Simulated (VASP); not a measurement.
Tl, 3 atoms in the cell. The structure is hexagonal, space group P6/mmm (No. 191). The conventional cell has a = 5.804 Å, b = 5.804 Å, c = 3.569 Å, α = 90.00°, β = 90.00°, γ = 120.00°. Within 4.7 Å of Tl (site symmetry 6/mmm) lie 14 Tl at 3.57 to 3.80 Å. Within 4.4 Å of Tl (site symmetry -6m2) lie 11 Tl at 3.35 to 3.80 Å. This isn't the form of Tl at room conditions, which is hcp.

```yaml
Program: VASP 6.6.1
Task: single point
Functional: revPBE
Potentials_or_basis: VASP PAW PBE potentials, release 64 (Tl_d)
Cutoff: 520 eV
k_mesh: 7 × 7 × 10
Occupations: fermi-dirac, width 0.1 eV
Spin: no spin polarisation
Dipole_correction: no
Further_INCAR_settings: ALGO = Normal; EDIFF = 1e-06; NBANDS = 26
```

Potentials or basis: VASP PAW PBE potentials, release 64 (Tl_d).

The run is started by

```sh
$ cat potpaw_PBE.64/Tl_d/POTCAR > POTCAR
$ mpirun -np 1 vasp_std > vasp.out
```

Hardware: 1 thread of Intel(R) Xeon(R) 6975P-C (Granite Rapids), with other jobs on the host.

**Question.** Estimate the wall time of this run.

**Answer.** Wall time 44 s on 1 thread of Intel(R) Xeon(R) 6975P-C (Granite Rapids) (shared host), peak memory 0.29 GiB. Counts: scf iterations 11, k points 48.
